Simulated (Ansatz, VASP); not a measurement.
## AlGaN2 in VASP and in Ansatz

The input POSCAR:

```
AlGaN2
1.0
    3.2169895805      0.0000000000      0.0000000000
    0.0000000000      3.2169895805      0.0000000000
    0.0000000000      0.0000000000      4.2012388912
Al Ga N
1 1 2
Direct
    0.5000000000      0.5000000000      0.5000000000
    0.0000000000      0.0000000000      0.0000000000
    0.5000000000      0.0000000000      0.7390831705
    0.0000000000      0.5000000000      0.2609168295
```

File INCAR.step1:

```
ALGO     = Normal         # electronic algorithm
EDIFF    = 1E-4           # SCF threshold, eV
ENCUT    = 520            # plane-wave cutoff, eV
GGA      = PE             # functional
ISMEAR   = 0              # smearing method
LASPH    = True           # aspherical terms in the spheres
LCHARG   = False          # write CHGCAR
LREAL    = False          # projectors in reciprocal space
LWAVE    = True           # write WAVECAR
NBANDS   = 21             # bands
NELM     = 60             # most SCF steps
PREC     = Accurate       # precision mode
SIGMA    = 0.05           # smearing width, eV
```

INCAR.step2

```
ALGO     = Normal         # electronic algorithm
EDIFF    = 1E-6           # SCF threshold, eV
ENCUT    = 520            # plane-wave cutoff, eV
ISIF     = 2              # what is computed and relaxed
ISMEAR   = 0              # smearing method
ISTART   = 1            
LASPH    = True           # aspherical terms in the spheres
LCHARG   = False          # write CHGCAR
LMIXTAU  = True         
LREAL    = False          # projectors in reciprocal space
LWAVE    = False          # write WAVECAR
METAGGA  = R2SCAN         # meta-GGA
NBANDS   = 21             # bands
NELM     = 60             # most SCF steps
PREC     = Accurate       # precision mode
SIGMA    = 0.05           # smearing width, eV
```

File KPOINTS:

```
k-points
0
Gamma
  8 8 6
```

Input for Ansatz:

```yaml
crystal:
  lattice:
    - [3.2169895805, 0.0, 0.0]
    - [0.0, 3.2169895805, 0.0]
    - [0.0, 0.0, 4.2012388912]
  atoms:
    - { symbol: Al, position: [0.5, 0.5, 0.5] }
    - { symbol: Ga, position: [0.0, 0.0, 0.0] }
    - { symbol: "N", position: [0.5, 0.0, 0.7390831705] }
    - { symbol: "N", position: [0.0, 0.5, 0.2609168295] }
basis:
  ecutwfc: 500
kpoints:
  mp_grid: { grid: [8, 8, 6] }
hamiltonian:
  xc: r2scan
scf:
  occupations: { method: gaussian, width: 0.05 }
output:
  forces: true
  stress: true
  eigenvalues: true
```

Change from the starting cell: strain +0.025 along x and y, -0.050 along z, atoms carried along.

Alike in both runs: task single point; functional r2SCAN; k mesh 8 × 8 × 6; occupations gaussian, width 0.05 eV; no spin polarisation.

|  | VASP | Ansatz |
| --- | --- | --- |
| version | VASP 6.6.1 | Ansatz 0.2.0 |
| potentials or method | VASP PAW PBE potentials, release 64 (Al, Ga_d, N), cutoff 520 eV | scalar-relativistic, plane waves, PAW |
| valence electrons in the cell | 26 | 26 |

Ansatz gave:

```
gap on the k mesh at the Fermi level (eV)                     : 3.38
least direct gap on the mesh (eV)                             : 3.38
pressure (GPa)                                                : -0.2
traceless stress, the component that is largest in VASP (GPa) : 5.76
rms of the force components (eV/Å)                            : 0.052
```

Q: Which values does VASP return?

A: gap on the k mesh at the Fermi level (eV): 3.39; least direct gap on the mesh (eV): 3.39; pressure (GPa): 0.2; traceless stress, the component that is largest in VASP (GPa): 5.74; rms of the force components (eV/Å): 0.087.

VASP's potentials were made for PBE, not for r2SCAN. Atom by atom the forces differ by 0.034 eV/Å (rms over components). With one functional, cell and mesh, what is left measures potentials, basis and numerics.
